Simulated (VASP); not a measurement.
Input of a VASP 6.6.1 run:

The input POSCAR:

```
W
1.0
   -1.5973000000      1.5973000000      1.5973000000
    1.5973000000     -1.5973000000      1.5973000000
    1.5973000000      1.5973000000     -1.5973000000
W
1
Direct
    0.0000000000      0.0000000000      0.0000000000
```

File INCAR.step1:

```
ALGO = Normal
EDIFF = 1E-4
ENCUT = 520
GGA = PE
ISMEAR = -1
ISPIN = 2
LASPH = T
LCHARG = F
LDAU = T
LDAUJ = 0
LDAUL = 2
LDAUTYPE = 2
LDAUU = 4
LMAXMIX = 4
LREAL = F
LWAVE = T
MAGMOM = 0.2
NBANDS = 17
NELM = 150
PREC = Accurate
SIGMA = 0.03
```

The input INCAR.step2:

```
ALGO = Normal
EDIFF = 1E-8
ENCUT = 520
ISIF = 2
ISMEAR = -1
ISPIN = 2
ISTART = 1
LASPH = T
LCHARG = F
LDAU = T
LDAUJ = 0
LDAUL = 2
LDAUPRINT = 1
LDAUTYPE = 2
LDAUU = 4
LEFG = T
LMAXMIX = 4
LMIXTAU = T
LORBIT = 11
LREAL = F
LWAVE = F
MAGMOM = 0.2
METAGGA = R2SCAN
NBANDS = 17
NELM = 150
PREC = Accurate
SIGMA = 0.03
```

The input KPOINTS:

```
k-points
0
Gamma
  21 21 21
```

Potentials or basis: VASP PAW PBE potentials, release 64 (W_sv).

Command:

```sh
$ cat potpaw_PBE.64/W_sv/POTCAR > POTCAR
$ cp INCAR.step1 INCAR
$ mpirun -np 1 vasp_std > vasp.out
$ cp INCAR.step2 INCAR
$ mpirun -np 1 vasp_std > vasp.out
```

Problem. What does it give for the net moment?

Solution. 0.00 μB per cell.

Problem. Predict the pressure.

Solution. 5.6 GPa.

Problem. Predict the band gap on the k mesh.

Solution. Zero (filled and empty bands overlap).

Eigenvalues of the final occupation matrices:
| site | spin | trace | eigenvalues |
| --- | --- | --- | --- |
| site 1 d | 1 | 1.62 | 0.21 0.21 0.40 0.40 0.40 |
| site 1 d | 2 | 1.62 | 0.21 0.21 0.40 0.40 0.40 |

Caveat: without QUAD_EFG the Cq values of the log hold for a quadrupole moment of 1 mb, not for the nuclei; the PAW data sets were made with another functional, which shifts forces and pressure a little; spin-orbit coupling is left out, which moves the levels of the heavy elements; the U is typed as a test and isn't derived for this compound. The state reached can hang on the start; a lower one may exist.
